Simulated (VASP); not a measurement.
# Si (a cell with a defect) in VASP: single point with PBE

Aim: the single point of Si (a cell with a defect) with PBE.

Everything below comes from runs of VASP 6.6.1. Logs are shortened: lines on timing, memory, paths and dates and some standing lists are left out, and cuts for length are marked.

### Step 1. The cell of the first run

The cell holds a defect, 31 atoms: a = 9.474 Å, b = 9.474 Å, c = 9.474 Å, α = 109.47°, β = 109.47°, γ = 109.47°.

### Step 2. Single point, PBE

Contents of INCAR:

```
PREC = Accurate
ENCUT = 520
EDIFF = 1E-7
ISMEAR = 0
SIGMA = 0.02
LREAL = Auto
LASPH = True
NELM = 100
ALGO = Normal
ISIF = 2
LWAVE = False
LCHARG = False
GGA = PE
NBANDS = 83
NELECT = 122.0
```

Contents of KPOINTS:

```
Automatic mesh
0
Gamma
  2 2 2
  0.5 0.5 0.5
```

Contents of POSCAR:

```
Si
1.0
    5.4700937548      5.4700937548      5.4700937548
    5.4700937548     -5.4700937548     -5.4700937548
   -5.4700937548      5.4700937548     -5.4700937548
Si
31
Direct
    0.7157142410      0.7500000336      0.2500000112
   -0.0040191267      0.7500000336      0.0023510566
    0.7513609792      0.5003086094      0.4987941930
    0.2501788930      0.7500000336      0.7486709888
   -0.0040191267      0.5023510790      0.2500000112
    0.5042932761      0.7500000336      0.5129685387
    0.2413247486      0.4870314147     -0.0129686077
    0.7515078688      0.2513290561      0.7513289871
    0.0010523586      0.2484855948      0.4996914354
    0.5025667974      0.5012057604      0.7515143587
    0.7513609792     -0.0012058294      0.0003085870
    0.2501788930      0.2486709663      0.2500000112
    0.5025667974      0.2515144277      0.0012058294
    0.0010523586     -0.0003085870      0.7484856172
    0.2436298279     -0.0023510566      0.4976489658
    0.5042932761      0.0129686077      0.2499999198
    0.7430320543      0.7500000336      0.0065760299
    0.5018263165      0.4958065842      0.4970837104
   -0.0001554818      0.7500000336      0.7523525527
    0.7430320543      0.5065760523      0.2500000112
    0.2482115592      0.7499999422      0.4942228819
    0.0039885971      0.5057770715      0.0057770491
    0.4974919301      0.2476474921      0.7476474231
    0.7560197659      0.2512771374      0.5041934606
    0.2547426173      0.5029163344      0.7487229074
    0.5018263165     -0.0029163120     -0.0041934382
   -0.0001554818      0.2523525303      0.2500000112
    0.2547426173      0.2487228850      0.0029163120
    0.7560197659      0.0041934382      0.7512771598
   -0.0135439178     -0.0065759385      0.4934239925
    0.2482115592     -0.0057770491      0.2500000112
```

Potentials or basis: VASP PAW PBE potentials, release 64 (Si).

Started as:

```
> cat potpaw_PBE.64/Si/POTCAR > POTCAR
> mpirun -np 1 vasp_std > vasp.out
```

OUTCAR:

```text
PREC = Accurate
   ENCUT = 520
   EDIFF = 1E-7
   ISMEAR = 0
   LREAL = Auto
   LASPH = True
   NELM = 100
   ISIF = 2
   GGA = PE
   NELECT = 122.0

 ion  position               nearest neighbor table
   1  0.716  0.750  0.250-  17 2.41  20 2.41  30 2.41
   2  0.996  0.750  0.002-  31 2.35  22 2.35  19 2.38  17 2.41
   3  0.751  0.500  0.499-  18 2.34  20 2.35  19 2.37  24 2.39
   4  0.250  0.750  0.749-  26 2.36  25 2.36  19 2.38  21 2.40
   5  0.996  0.502  0.250-  21 2.35  22 2.35  27 2.38  20 2.41
   6  0.504  0.750  0.513-  29 2.35  18 2.35  21 2.37
   7  0.241  0.487  0.987-  25 2.35  28 2.35  22 2.37
   8  0.752  0.251  0.751-  24 2.36  29 2.36  23 2.38  22 2.40
   9  0.001  0.248  0.500-  24 2.34  30 2.35  27 2.37  25 2.39
  10  0.503  0.501  0.752-  25 2.34  17 2.35  23 2.37  18 2.39
  11  0.751  0.999  0.000-  26 2.34  17 2.35  27 2.37  29 2.39
  12  0.250  0.249  0.250-  18 2.36  28 2.36  27 2.38  31 2.40
  13  0.503  0.252  0.001-  28 2.34  20 2.35  23 2.37  26 2.39
  14  0.001  1.000  0.748-  29 2.34  30 2.35  19 2.37  28 2.39
  15  0.244  0.998  0.498-  31 2.35  21 2.35  23 2.38  30 2.41
  16  0.504  0.013  0.250-  26 2.35  24 2.35  31 2.37
  17  0.743  0.750  0.007-  11 2.35  10 2.35   1 2.41   2 2.41
  18  0.502  0.496  0.497-   3 2.34   6 2.35  12 2.36  10 2.39
  19  1.000  0.750  0.752-  14 2.37   3 2.37   2 2.38   4 2.38
  20  0.743  0.507  0.250-  13 2.35   3 2.35   1 2.41   5 2.41
  21  0.248  0.750  0.494-   5 2.35  15 2.35   6 2.37   4 2.40
  22  0.004  0.506  0.006-   2 2.35   5 2.35   7 2.37   8 2.40
  23  0.497  0.248  0.748-  10 2.37  13 2.37  15 2.38   8 2.38
  24  0.756  0.251  0.504-   9 2.34  16 2.35   8 2.36   3 2.39
  25  0.255  0.503  0.749-  10 2.34   7 2.35   4 2.36   9 2.39
  26  0.502  0.997  0.996-  11 2.34  16 2.35   4 2.36  13 2.39
  27  1.000  0.252  0.250-  11 2.37   9 2.37   5 2.38  12 2.38
  28  0.255  0.249  0.003-  13 2.34   7 2.35  12 2.36  14 2.39
  29  0.756  0.004  0.751-  14 2.34   6 2.35   8 2.36  11 2.39
  30  0.986  0.993  0.493-   9 2.35  14 2.35   1 2.41  15 2.41
  31  0.248  0.994  0.250-   2 2.35  15 2.35  16 2.37  12 2.40

  LATTYP: Found a body centered cubic cell.
 ALAT       =    10.9401875096

  Lattice vectors:

 A1 = (   5.4700937548,   5.4700937548,   5.4700937548)
 A2 = (   5.4700937548,  -5.4700937548,  -5.4700937548)
 A3 = (  -5.4700937548,   5.4700937548,  -5.4700937548)

Analysis of symmetry for initial positions (statically):
=====================================================================
 Subroutine PRICEL returns:
 Original cell was already a primitive cell.

 Routine SETGRP: Setting up the symmetry group for a
 body centered cubic supercell.

 Subroutine GETGRP returns: Found  6 space group operations
 (whereof  1 operations were pure point group operations)
 out of a pool of 48 trial point group operations.

The static configuration has the point symmetry C_1 .
 The point group associated with its full space group is C_3v.

Analysis of symmetry for dynamics (positions and initial velocities):
=====================================================================
 Subroutine PRICEL returns:
 Original cell was already a primitive cell.

 Routine SETGRP: Setting up the symmetry group for a
 body centered cubic supercell.

 Subroutine GETGRP returns: Found  6 space group operations
 (whereof  1 operations were pure point group operations)
 out of a pool of 48 trial point group operations.

The dynamic configuration has the point symmetry C_1 .
 The point group associated with its full space group is C_3v.

 Subroutine INISYM returns: Found  6 space group operations
 (whereof  1 operations are pure point group operations),
 and found     1 'primitive' translations

----------------------------------------------------------------------------------------

                                     Primitive cell

  volume of cell :     654.7030

  direct lattice vectors                    reciprocal lattice vectors
     5.470093755  5.470093755  5.470093755     0.091406112  0.091406112  0.000000000
     5.470093755 -5.470093755 -5.470093755     0.091406112  0.000000000 -0.091406112
    -5.470093755  5.470093755 -5.470093755     0.000000000  0.091406112 -0.091406112

  length of vectors
     9.474480305  9.474480305  9.474480305     0.129267763  0.129267763  0.129267763

  position of ions in fractional coordinates (direct lattice)
     0.715714241  0.750000034  0.250000011
     0.995980873  0.750000034  0.002351057
     0.751360979  0.500308609  0.498794193
     0.250178893  0.750000034  0.748670989
     0.995980873  0.502351079  0.250000011
     0.504293276  0.750000034  0.512968539
[... 23 lines left out ...]
     0.986456082  0.993424062  0.493423992
     0.248211559  0.994222951  0.250000011

  ion indices of the primitive-cell ions
   primitive index   ion index
                 1           1
                 2           2
                 3           3
                 4           4
                 5           5
                 6           6
[... 23 lines left out ...]
                30          30
                31          31

----------------------------------------------------------------------------------------

 KPOINTS: Automatic mesh

Automatic generation of k-mesh.
 Grid dimensions read from file:
 generate k-points for:    2    2    2

 Generating k-lattice:

  Cartesian coordinates                     Fractional coordinates (reciprocal lattice)
     0.045703056  0.045703056  0.000000000     0.500000000  0.000000000  0.000000000
     0.045703056  0.000000000 -0.045703056     0.000000000  0.500000000  0.000000000
     0.000000000  0.045703056 -0.045703056     0.000000000  0.000000000  0.500000000

  Length of vectors
     0.064633881  0.064633881  0.064633881

  Shift w.r.t. Gamma in fractional coordinates (k-lattice)
     0.500000000  0.500000000  0.500000000

 Subroutine IBZKPT returns following result:
 ===========================================

 Found      2 irreducible k-points:

 Following reciprocal coordinates:
            Coordinates               Weight
  0.250000  0.250000  0.250000      2.000000
 -0.250000  0.250000  0.250000      6.000000
   k-points           NKPTS =      2   k-points in BZ     NKDIM =      2   number of bands    NBANDS=     83
   number of dos      NEDOS =    301   number of ions     NIONS =     31
   total plane-waves  NPLWV = 343000
   dimension x,y,z NGX =    70 NGY =   70 NGZ =   70
   dimension x,y,z NGXF=   140 NGYF=  140 NGZF=  140
   ions per type =              31
   NGX,Y,Z   is equivalent  to a cutoff of  12.28, 12.28, 12.28 a.u.
   NGXF,Y,Z  is equivalent  to a cutoff of  24.57, 24.57, 24.57 a.u.
 SYSTEM =  unknown system
   PREC   = accura    normal or accurate (medium, high low for compatibility)
   ISTART =      0    job   : 0-new  1-cont  2-samecut
   ICHARG =      2    charge: 1-file 2-atom 10-const
   ISPIN  =      1    spin polarized calculation?
   LNONCOLLINEAR =      F non collinear calculations
   LSORBIT =      F    spin-orbit coupling
   LASPH  =      T    aspherical Exc in radial PAW
   ENCUT  =  520.0 eV  38.22 Ry    6.18 a.u.  17.62 17.62 17.62*2*pi/ulx,y,z
   NELM   =    100;   NELMIN=  2; NELMDL= -5     # of ELM steps
   EDIFF  = 0.1E-06   stopping-criterion for ELM
   LREAL  =      T    real-space projection
   EDIFFG = 0.1E-05   stopping-criterion for IOM
   NSW    =      0    number of steps for IOM
   IBRION =     -1    ionic relax: 0-MD 1-quasi-New 2-CG
   NFREE  =      0    steps in history (QN), initial steepest desc. (CG)
   ISIF   =      2    stress and relaxation
   ISYM   =      2    0-nonsym 1-usesym 2-fastsym
   POTIM  = 0.5000    time-step for ionic-motion
   TEBEG  =    0.0;   TEEND  =   0.0 temperature during run
   PSTRESS=    0.0 pullay stress
   NELECT =     122.0000    total number of electrons
   NUPDOWN=      -1.0000    fix difference up-down
   EMIN   =  10.00;   EMAX   =-10.00  energy-range for DOS
   EFERMI =   0.00;   METHOD = LEGACY
   ISMEAR =     0;   SIGMA  =   0.02  broadening in eV -4-tet -1-fermi 0-gaus
   EFERMI_NEDOS =   21; number of points for ismear=-14 and -15
   IALGO  =     38    algorithm
   IMIX   =      4    mixing-type and parameters
     AMIX     =   0.40;   BMIX     =  1.00
     AMIX_MAG =   1.60;   BMIX_MAG =  1.00
  volume/ion in A,a.u.               =      21.12       142.52
  Fermi-wavevector in a.u.,A,eV,Ry     =   0.935075  1.767036 11.896474  0.874366
  Thomas-Fermi vector in A             =   2.061946
   LORBIT       =      0    0 simple, 1 ext, 2 COOP (PROOUT), +10 PAW based schemes
   GGA     = PE    functional components
   LHFCALC =     F    Hartree Fock is set to
   AEXX    =    0.0000 exact exchange contribution
   IVDW    =     0    specifies the selected vdW correction
   LEPSILON=     F    determine dielectric tensor
   LRPA    =     F    only Hartree local field effects (RPA)
 non-spin polarized calculation
 Gauss-broadening in eV      SIGMA  =   0.02
  energy-cutoff  :      520.00
  volume of cell :      654.70
 maximum number of plane-waves:     17628
 NGX is ok and might be reduce to    70
   NGX = 35   NGY = 35   NGZ = 35

 number of electron     122.0000002 magnetization

 Free energy of the ion-electron system (eV)
  ---------------------------------------------------
  ext. energy  EPLUGINS =         0.00000000
  ---------------------------------------------------
  free energy    TOTEN  =      -174.88508827 eV

  energy without entropy =     -174.88508827  energy(sigma->0) =     -174.88508827

 E-fermi :   4.7372     XC(G=0):  -9.1492

 val. band max:        4.6286908874   @ k =   0.2500   0.2500   0.2500
 cond. band min:       5.2255693902   @ k =  -0.2500   0.2500   0.2500
 fundamental gap:      0.5968785028
 Fermi energy:         4.7371614156

 k-point     1 :       0.2500    0.2500    0.2500
  band No.  band energies     occupation
      1      -5.6701      2.00000
      2      -5.6701      2.00000
      3      -5.6265      2.00000
      4      -5.4206      2.00000
      5      -3.8391      2.00000
      6      -3.8391      2.00000
[... 65 lines left out ...]
     72       7.0522      0.00000
     73       7.0522      0.00000

 k-point     2 :      -0.2500    0.2500    0.2500
  band No.  band energies     occupation
      1      -6.1140      2.00000
      2      -5.1918      2.00000
      3      -5.1313      2.00000
      4      -5.1078      2.00000
      5      -4.9209      2.00000
      6      -4.3636      2.00000
[... 65 lines left out ...]
     72       7.6461      0.00000
     73       7.7010      0.00000
 [bands above 73 left out]

------------------------ aborting loop because EDIFF is reached ----------------------------------------

  FORCE on cell =-STRESS in cart. coord.  units (eV):
  Direction    XX          YY          ZZ          XY          YZ          ZX
  --------------------------------------------------------------------------------------
  -------------------------------------------------------------------------------------
  Total      -22.6469549    -22.6469549    -22.6469549     -1.1766379     -1.1766379     -1.1766379
  in kB      -55.4212218    -55.4212218    -55.4212218     -2.8794471     -2.8794471     -2.8794471
  external PRESSURE =     -55.4212218 kB  Pullay stress =       0.0000000 kB

 VOLUME and BASIS-vectors are now :
 -----------------------------------------------------------------------------
  energy-cutoff  :      520.00
  volume of cell :      654.70
      direct lattice vectors                 reciprocal lattice vectors
     5.470093755  5.470093755  5.470093755     0.091406112  0.091406112  0.000000000
     5.470093755 -5.470093755 -5.470093755     0.091406112  0.000000000 -0.091406112
    -5.470093755  5.470093755 -5.470093755     0.000000000  0.091406112 -0.091406112

 POSITION                                       TOTAL-FORCE (eV/Angst)
 -----------------------------------------------------------------------------------
      6.65007      1.17998     -1.55507         0.206422      0.206422      0.206422
      9.53782      1.35840      1.33268         0.001859     -0.009941      0.001859
      4.11830      4.10173     -1.35517        -0.007951     -0.006684      0.012412
      1.37577      1.36123     -6.82937        -0.015651      0.002498     -0.015651
      6.82849      4.06772      1.33268        -0.009941      0.001859      0.001859
      4.05512      1.46195     -4.15002        -0.089474      0.038609     -0.089474
[... 23 lines left out ...]
      8.13105      2.66096     -2.73719         0.067182      0.067182     -0.017889
      5.42871     -2.71323     -5.44828        -0.005697     -0.046790     -0.046790
 -----------------------------------------------------------------------------------
    total drift:                               -0.004373     -0.003550     -0.003771

  FREE ENERGIE OF THE ION-ELECTRON SYSTEM (eV)
  ---------------------------------------------------
  free  energy   TOTEN  =      -174.8850882661 eV

  energy  without entropy=     -174.8850882661  energy(sigma->0) =     -174.88508827
```

It took 2.5 min on 1 thread of AMD EPYC 9R45 (Zen 5), shared host; peak memory 0.62 GiB.

What came out:

```
Free energy   : -174.8851 eV
Largest force : 0.358 eV/Å
```

Forces in eV/Å, atoms in the order of the input:
```
Si   0.206  0.206  0.206
Si   0.002 -0.010  0.002
Si  -0.008 -0.007  0.012
Si  -0.016  0.002 -0.016
Si  -0.010  0.002  0.002
Si  -0.089  0.039 -0.089
Si  -0.089 -0.089  0.039
Si  -0.016 -0.016  0.002
Si  -0.007  0.012 -0.008
Si   0.012 -0.008 -0.007
Si  -0.007 -0.008  0.012
Si   0.002 -0.016 -0.016
Si  -0.008  0.012 -0.007
Si   0.012 -0.007 -0.008
Si   0.002  0.002 -0.010
Si   0.039 -0.089 -0.089
Si   0.067 -0.018  0.067
Si  -0.023 -0.012  0.009
Si   0.011 -0.016  0.011
Si  -0.018  0.067  0.067
Si  -0.047 -0.006 -0.047
Si  -0.047 -0.047 -0.006
Si   0.011  0.011 -0.016
Si  -0.012  0.009 -0.023
Si   0.009 -0.023 -0.012
Si  -0.012 -0.023  0.009
Si  -0.016  0.011  0.011
Si  -0.023  0.009 -0.012
Si   0.009 -0.012 -0.023
Si   0.067  0.067 -0.018
Si  -0.006 -0.047 -0.047
```

Caveat: the cell carries a net charge on a neutralising background, which shifts energy and pressure; the cell is charged against a uniform background, so pressure and absolute levels hang on convention.
